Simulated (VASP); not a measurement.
# RbNa3Te2 (P-3m1) in VASP: a series of runs

RbNa3Te2 is run at these levels: PBE; tasks: relaxation of shape and atoms at fixed volume.

All numbers are computed with VASP 6.6.1; they aren't measurements. Logs are shortened: lines on timing, memory, paths and dates and some standing lists are left out, and cuts for length are marked.

## (1) The cell of the first run

The structure is trigonal, space group P-3m1 (No. 164). Conventional cell: a = 5.093 Å, b = 5.093 Å, c = 8.082 Å, α = 90.00°, β = 90.00°, γ = 120.00°. Rb (site symmetry -3m) has 6 Te at 3.70 Å and 8 Na at 3.99 to 4.04 Å and 6 Rb at 5.09 Å within 5.1 Å. Within 4.0 Å of Na (site symmetry 3m) lie 4 Te at 2.98 to 3.15 Å and 6 Na at 3.24 to 3.99 Å and 3 Rb at 3.99 Å. Within 4.3 Å of Na (site symmetry -3m) lie 6 Na at 3.24 Å and 6 Te at 3.45 Å and 2 Rb at 4.04 Å. Te (site symmetry 3m) has 7 Na at 2.98 to 3.45 Å and 3 Rb at 3.70 Å within 3.9 Å.

## (2) Relaxation of shape and atoms at fixed volume, PBE (30.26 Å³/atom)

INCAR

```
SYSTEM = RbNa3Te2
ALGO     = Normal         ! electronic algorithm
EDIFF    = 1E-7           ! SCF threshold, eV
EDIFFG   = -0.01          ! ionic threshold
ENCUT    = 600            ! plane-wave cutoff, eV
GGA      = PE             ! functional
IBRION   = 2              ! ionic algorithm
ISIF     = 4              ! what is computed and relaxed
ISMEAR   = 0              ! smearing method
LASPH    = .True.         ! aspherical terms in the spheres
LCHARG   = .False.        ! write CHGCAR
LREAL    = .False.        ! projectors in reciprocal space
LWAVE    = .False.        ! write WAVECAR
NELM     = 60             ! most SCF steps
NSW      = 50             ! ionic steps
PREC     = Accurate       ! precision mode
SIGMA    = 0.02           ! smearing width, eV
```

KPOINTS

```
k-points
0
Gamma
  6 6 4
  0 0 0
```

POSCAR

```
RbNa3Te2
1.0
    5.0934262222      0.0000000000      0.0000000000
   -2.5467131111      4.4110365007      0.0000000000
    0.0000000000      0.0000000000      8.0821384599
Rb Na Te
1 3 2
Direct
    0.0000000000      0.0000000000      0.0000000000
    0.3333333333      0.6666666667      0.3331356337
    0.6666666667      0.3333333333      0.6668643663
    0.0000000000      0.0000000000      0.5000000000
    0.3333333333      0.6666666667      0.7230715415
    0.6666666667      0.3333333333      0.2769284585
```

Potentials or basis: VASP PAW PBE potentials, release 64 (Rb_sv, Na_pv, Te).

Run with:

```
> cat potpaw_PBE.64/Rb_sv/POTCAR potpaw_PBE.64/Na_pv/POTCAR potpaw_PBE.64/Te/POTCAR > POTCAR
> mpirun -np 1 vasp_std > vasp.out
```

OUTCAR:

```text
SYSTEM = RbNa3Te2
   EDIFF = 1E-7
   EDIFFG = -0.01
   ENCUT = 600
   GGA = PE
   IBRION = 2
   ISIF = 4
   ISMEAR = 0
   LASPH = .True.
   LREAL = .False.
   NELM = 60
   NSW = 50
   PREC = Accurate

 ion  position               nearest neighbor table
   1  0.000  0.000  0.000-   5 3.70   6 3.70   5 3.70   6 3.70   6 3.70   5 3.70   2 3.99   3 3.99
                             2 3.99   3 3.99   2 3.99   3 3.99   4 4.04   4 4.04
   2  0.333  0.667  0.333-   6 2.98   6 2.98   6 2.98   5 3.15   1 3.99   1 3.99   1 3.99
   3  0.667  0.333  0.667-   5 2.98   5 2.98   5 2.98   6 3.15   1 3.99   1 3.99   1 3.99
   4  0.000  0.000  0.500-   1 4.04   1 4.04
   5  0.333  0.667  0.723-   3 2.98   3 2.98   3 2.98   2 3.15   1 3.70   1 3.70   1 3.70
   6  0.667  0.333  0.277-   2 2.98   2 2.98   2 2.98   3 3.15   1 3.70   1 3.70   1 3.70

  LATTYP: Found a hexagonal cell.
 ALAT       =     5.0934262222
 C/A-ratio  =     1.5867783506

  Lattice vectors:

 A1 = (   5.0934262222,   0.0000000000,   0.0000000000)
 A2 = (  -2.5467131111,   4.4110365007,   0.0000000000)
 A3 = (   0.0000000000,   0.0000000000,   8.0821384599)

Analysis of symmetry for initial positions (statically):
=====================================================================
 Subroutine PRICEL returns:
 Original cell was already a primitive cell.

 Routine SETGRP: Setting up the symmetry group for a
 hexagonal supercell.

 Subroutine GETGRP returns: Found 12 space group operations
 (whereof 12 operations were pure point group operations)
 out of a pool of 24 trial point group operations.

The static configuration has the point symmetry D_3d.

Analysis of symmetry for dynamics (positions and initial velocities):
=====================================================================
 Subroutine PRICEL returns:
 Original cell was already a primitive cell.

 Routine SETGRP: Setting up the symmetry group for a
 hexagonal supercell.

 Subroutine GETGRP returns: Found 12 space group operations
 (whereof 12 operations were pure point group operations)
 out of a pool of 24 trial point group operations.

The dynamic configuration has the point symmetry D_3d.

 Subroutine INISYM returns: Found 12 space group operations
 (whereof 12 operations are pure point group operations),
 and found     1 'primitive' translations

----------------------------------------------------------------------------------------

                                     Primitive cell

  volume of cell :     181.5837

  direct lattice vectors                    reciprocal lattice vectors
     5.093426222  0.000000000  0.000000000     0.196331498  0.113352043  0.000000000
    -2.546713111  4.411036501  0.000000000     0.000000000  0.226704086  0.000000000
     0.000000000  0.000000000  8.082138460     0.000000000  0.000000000  0.123729630

  length of vectors
     5.093426222  5.093426222  8.082138460     0.226704086  0.226704086  0.123729630

  position of ions in fractional coordinates (direct lattice)
     0.000000000  0.000000000  0.000000000
     0.333333333  0.666666667  0.333135634
     0.666666667  0.333333333  0.666864366
     0.000000000  0.000000000  0.500000000
     0.333333333  0.666666667  0.723071541
     0.666666667  0.333333333  0.276928459

  ion indices of the primitive-cell ions
   primitive index   ion index
                 1           1
                 2           2
                 3           3
                 4           4
                 5           5
                 6           6

----------------------------------------------------------------------------------------

 KPOINTS: k-points

Automatic generation of k-mesh.
 Grid dimensions read from file:
 generate k-points for:    6    6    4

 Generating k-lattice:

  Cartesian coordinates                     Fractional coordinates (reciprocal lattice)
     0.032721916  0.018892007  0.000000000     0.166666667  0.000000000  0.000000000
     0.000000000  0.037784014  0.000000000     0.000000000  0.166666667  0.000000000
     0.000000000  0.000000000  0.030932407     0.000000000  0.000000000  0.250000000

  Length of vectors
     0.037784014  0.037784014  0.030932407

  Shift w.r.t. Gamma in fractional coordinates (k-lattice)
     0.000000000  0.000000000  0.000000000

 Subroutine IBZKPT returns following result:
 ===========================================

 Found     24 irreducible k-points:

 Following reciprocal coordinates:
            Coordinates               Weight
  0.000000  0.000000  0.000000      1.000000
  0.166667  0.000000  0.000000      6.000000
  0.333333  0.000000  0.000000      6.000000
  0.500000  0.000000  0.000000      3.000000
  0.166667  0.166667  0.000000      6.000000
  0.333333  0.166667  0.000000     12.000000
[... 16 lines left out ...]
  0.333333  0.166667  0.500000     12.000000
  0.333333  0.333333  0.500000      2.000000
   k-points           NKPTS =     24   k-points in BZ     NKDIM =     24   number of bands    NBANDS=     25
   number of dos      NEDOS =    301   number of ions     NIONS =      6
   total plane-waves  NPLWV = 123480
   dimension x,y,z NGX =    42 NGY =   42 NGZ =   70
   dimension x,y,z NGXF=    84 NGYF=   84 NGZF=  140
   ions per type =               1   3   2
   NGX,Y,Z   is equivalent  to a cutoff of  13.71, 13.71, 14.40 a.u.
   NGXF,Y,Z  is equivalent  to a cutoff of  27.42, 27.42, 28.80 a.u.
 SYSTEM =  RbNa3Te2
   PREC   = accura    normal or accurate (medium, high low for compatibility)
   ISTART =      0    job   : 0-new  1-cont  2-samecut
   ICHARG =      2    charge: 1-file 2-atom 10-const
   ISPIN  =      1    spin polarized calculation?
   LNONCOLLINEAR =      F non collinear calculations
   LSORBIT =      F    spin-orbit coupling
   LASPH  =      T    aspherical Exc in radial PAW
   ENCUT  =  600.0 eV  44.10 Ry    6.64 a.u.  10.17 10.17 16.14*2*pi/ulx,y,z
   NELM   =     60;   NELMIN=  2; NELMDL= -5     # of ELM steps
   EDIFF  = 0.1E-06   stopping-criterion for ELM
   LREAL  =      F    real-space projection
   EDIFFG = -.1E-01   stopping-criterion for IOM
   NSW    =     50    number of steps for IOM
   IBRION =      2    ionic relax: 0-MD 1-quasi-New 2-CG
   NFREE  =      1    steps in history (QN), initial steepest desc. (CG)
   ISIF   =      4    stress and relaxation
   ISYM   =      2    0-nonsym 1-usesym 2-fastsym
   POTIM  = 0.5000    time-step for ionic-motion
   TEBEG  =    0.0;   TEEND  =   0.0 temperature during run
   PSTRESS=    0.0 pullay stress
   NELECT =      42.0000    total number of electrons
   NUPDOWN=      -1.0000    fix difference up-down
   EMIN   =  10.00;   EMAX   =-10.00  energy-range for DOS
   EFERMI =   0.00;   METHOD = LEGACY
   ISMEAR =     0;   SIGMA  =   0.02  broadening in eV -4-tet -1-fermi 0-gaus
   EFERMI_NEDOS =   21; number of points for ismear=-14 and -15
   IALGO  =     38    algorithm
   IMIX   =      4    mixing-type and parameters
     AMIX     =   0.40;   BMIX     =  1.00
     AMIX_MAG =   1.60;   BMIX_MAG =  1.00
  volume/ion in A,a.u.               =      30.26       204.23
  Fermi-wavevector in a.u.,A,eV,Ry     =   1.004922  1.899027 13.740086  1.009868
  Thomas-Fermi vector in A             =   2.137568
   LORBIT       =      0    0 simple, 1 ext, 2 COOP (PROOUT), +10 PAW based schemes
   GGA     = PE    functional components
   LHFCALC =     F    Hartree Fock is set to
   AEXX    =    0.0000 exact exchange contribution
   IVDW    =     0    specifies the selected vdW correction
   LEPSILON=     F    determine dielectric tensor
   LRPA    =     F    only Hartree local field effects (RPA)
 conjugate gradient relaxation of ions
 non-spin polarized calculation
 Gauss-broadening in eV      SIGMA  =   0.02
  energy-cutoff  :      600.00
  volume of cell :      181.58
 maximum number of plane-waves:      6114
 NGX is ok and might be reduce to    42
   NGX = 21   NGY = 21   NGZ = 33

--------------------------------------- Ionic step        1  -------------------------------------------

 number of electron      41.9999989 magnetization

 Free energy of the ion-electron system (eV)
  ---------------------------------------------------
  ext. energy  EPLUGINS =         0.00000000
  ---------------------------------------------------
  free energy    TOTEN  =       -16.60903571 eV

  energy without entropy =      -16.60903571  energy(sigma->0) =      -16.60903571

------------------------ aborting loop because EDIFF is reached ----------------------------------------

  FORCE on cell =-STRESS in cart. coord.  units (eV):
  Direction    XX          YY          ZZ          XY          YZ          ZX
  --------------------------------------------------------------------------------------
  -------------------------------------------------------------------------------------
  Total        3.1296694      3.1296694      2.7813840     -0.0000000     -0.0000000      0.0000000
  in kB       27.6141760     27.6141760     24.5411309     -0.0000000     -0.0000000      0.0000000
  external PRESSURE =      26.5898276 kB  Pullay stress =       0.0000000 kB
[... 101 lines left out ...]
  FREE ENERGIE OF THE ION-ELECTRON SYSTEM (eV)
  ---------------------------------------------------
  free  energy   TOTEN  =       -16.6114491487 eV

  energy  without entropy=      -16.6114491487  energy(sigma->0) =      -16.61144915

[... ionic steps 4 to 7 ...]

--------------------------------------- Ionic step        8  -------------------------------------------

 number of electron      41.9999999 magnetization

------------------------ aborting loop because EDIFF is reached ----------------------------------------

  FORCE on cell =-STRESS in cart. coord.  units (eV):
  Direction    XX          YY          ZZ          XY          YZ          ZX
  --------------------------------------------------------------------------------------
  -------------------------------------------------------------------------------------
  Total        2.8354810      2.8354810      2.8115733      0.0000000      0.0000000      0.0000000
  in kB       25.0184481     25.0184481     24.8075022      0.0000000      0.0000000      0.0000000
  external PRESSURE =      24.9481328 kB  Pullay stress =       0.0000000 kB
[... 65 lines left out ...]
  energy  without entropy=      -16.6127120803  energy(sigma->0) =      -16.61271208

--------------------------------------- Ionic step       10  -------------------------------------------

 number of electron      42.0000003 magnetization

 Free energy of the ion-electron system (eV)
  ---------------------------------------------------
  ext. energy  EPLUGINS =         0.00000000
  ---------------------------------------------------
  free energy    TOTEN  =       -16.61303093 eV

  energy without entropy =      -16.61303093  energy(sigma->0) =      -16.61303093

 E-fermi :   2.1190     XC(G=0):  -8.0454

 val. band max:        1.9792808727   @ k =   0.0000   0.0000   0.0000
 cond. band min:       3.8413829368   @ k =   0.0000   0.0000   0.0000
 fundamental gap:      1.8621020641
 Fermi energy:         2.1190293289

 k-point     1 :       0.0000    0.0000    0.0000
  band No.  band energies     occupation
      1     -24.3770      2.00000
      2     -22.0267      2.00000
      3     -22.0159      2.00000
      4     -22.0159      2.00000
      5     -21.3457      2.00000
      6     -21.3398      2.00000
[... 694 lines left out ...]
  FREE ENERGIE OF THE ION-ELECTRON SYSTEM (eV)
  ---------------------------------------------------
  free  energy   TOTEN  =       -16.6130309272 eV

  energy  without entropy=      -16.6130309272  energy(sigma->0) =      -16.61303093

 reached required accuracy - stopping structural energy minimisation
```

It took 6.2 min on 1 thread of AMD EPYC 9R45 (Zen 5), shared host; peak memory 0.41 GiB.

What came out:

```yaml
Free_energy: -16.6130 eV
Energy_gained_by_relaxing: 0.7 meV/atom
Ionic_steps: 10
Pressure_after_relaxing: 2.5 GPa
Largest_force_after_relaxing: 0.006 eV/Å
Band_gap_on_the_k_mesh: 1.86 eV
```

Forces in eV/Å, atoms in the order of the input:
```
Rb   0.000  0.000  0.000
Na   0.000  0.000 -0.005
Na   0.000  0.000  0.005
Na   0.000  0.000  0.000
Te   0.000  0.000 -0.006
Te   0.000  0.000  0.006
```

The path:
```
step  energy change (eV)  largest force (eV/Å)  pressure (GPa)  volume (Å³)
   1              0.0000                0.0472            2.66       181.58
   2             -0.0008                0.0436            2.64       181.58
   3             -0.0024                0.0367            2.58       181.58
   4             -0.0013                0.0534            2.45       181.58
   5             -0.0026                0.0418            2.54       181.58
   6             -0.0032                0.0325            2.52       181.58
   7             -0.0035                0.0197            2.50       181.58
   8             -0.0035                0.0204            2.49       181.58
   9             -0.0037                0.0168            2.49       181.58
  10             -0.0040                0.0058            2.48       181.58
```

Final structure:
```
Rb Na Te
1.0
     5.12430    0.00000    0.00000
    -2.56215    4.43777    0.00000
     0.00000    0.00000    7.98506
Rb Na Te
1 3 2
Direct
  0.00000 0.00000 0.00000
  0.33333 0.66667 0.32876
  0.66667 0.33333 0.67124
  0.00000 0.00000 0.50000
  0.33333 0.66667 0.72543
  0.66667 0.33333 0.27457
```

Caveat: spin-orbit coupling is left out, which moves the levels of the heavy elements.

## (3) Relaxation of shape and atoms at fixed volume, PBE (31.30 Å³/atom)

This run uses another cell than the first one, of 31.30 Å³/atom.

INCAR

```
PREC = Accurate ; ENCUT = 600
EDIFF = 1E-6 ; ISMEAR = 0
SIGMA = 0.02 ; LREAL = False
LASPH = True ; NELM = 60
ALGO = Normal ; ISIF = 4
LWAVE = False ; LCHARG = False
GGA = PE ; IBRION = 2
NSW = 50 ; EDIFFG = -0.01
```

KPOINTS

```
Automatic mesh
0
Gamma
  6 6 4
```

POSCAR

```
RbNa3Te2
1.0
    5.1294187532      0.0000000000      0.0000000000
   -2.5647093766      4.4422069470      0.0000000000
    0.0000000000      0.0000000000      8.2407878838
Rb Na Te
1 3 2
Direct
    0.0000000000      0.0000000000      0.0000000000
    0.3333333333      0.6666666667      0.3359899966
    0.6666666667      0.3333333333      0.6640100034
    0.0000000000      0.0000000000      0.5000000000
    0.3333333333      0.6666666667      0.7207499457
    0.6666666667      0.3333333333      0.2792500543
```

Potentials or basis: VASP PAW PBE potentials, release 64 (Rb_sv, Na_pv, Te).

Run with:

```
> cat potpaw_PBE.64/Rb_sv/POTCAR potpaw_PBE.64/Na_pv/POTCAR potpaw_PBE.64/Te/POTCAR > POTCAR
> mpirun -np 1 vasp_std > vasp.out
```

Run time: 4.9 min. Hardware: 1 thread of AMD EPYC 9R45 (Zen 5), shared host; peak memory 0.41 GiB.

It converged, with:

* Free energy: -16.6939 eV
* Energy gained by relaxing: 0.5 meV/atom
* Ionic steps: 9
* Pressure after relaxing: 1.7 GPa
* Largest force after relaxing: 0.005 eV/Å
* Band gap on the k mesh: 1.82 eV

Forces in eV/Å, atoms in the order of the input:
```
Rb   0.000  0.000  0.000
Na   0.000  0.000 -0.005
Na   0.000  0.000  0.005
Na   0.000  0.000  0.000
Te   0.000  0.000 -0.003
Te   0.000  0.000  0.003
```

The path:
```tsv
step	energy change (eV)	largest force (eV/Å)	pressure (GPa)	volume (Å³)
1	0.0000	0.0479	1.87	187.77
2	-0.0007	0.0442	1.84	187.77
3	-0.0018	0.0355	1.81	187.77
4	-0.0022	0.0370	1.73	187.77
5	-0.0023	0.0347	1.75	187.77
6	-0.0027	0.0264	1.74	187.77
7	-0.0029	0.0153	1.72	187.77
8	-0.0031	0.0123	1.72	187.77
9	-0.0033	0.0050	1.72	187.77
```

Final structure:
```
CELL_PARAMETERS angstrom
5.15477 0.00000 0.00000
-2.57739 4.46416 0.00000
0.00000 0.00000 8.15993
ATOMIC_POSITIONS crystal
Rb 0.00000 0.00000 0.00000
Na 0.33333 0.66667 0.33253
Na 0.66667 0.33333 0.66747
Na 0.00000 0.00000 0.50000
Te 0.33333 0.66667 0.72307
Te 0.66667 0.33333 0.27693
```

Levels at points of the mesh, in eV from the valence-band top:
| k point | band 19 | band 20 | band 21 | band 22 | band 23 | band 24 |
| --- | --- | --- | --- | --- | --- | --- |
| (0.00, 0.00, 0.00) | -0.37 | -0.37 | 0.00 | 1.82 | 3.17 | 4.28 |
| (0.50, 0.00, 0.00) | -0.95 | -0.68 | -0.66 | 2.48 | 3.73 | 4.45 |
| (0.00, 0.00, 0.50) | -0.63 | -0.56 | -0.56 | 2.91 | 2.93 | 4.31 |
| (0.50, 0.00, 0.50) | -0.82 | -0.58 | -0.41 | 2.83 | 3.36 | 3.74 |

Caveat: spin-orbit coupling is left out, which moves the levels of the heavy elements. A k mesh can miss the band edges.
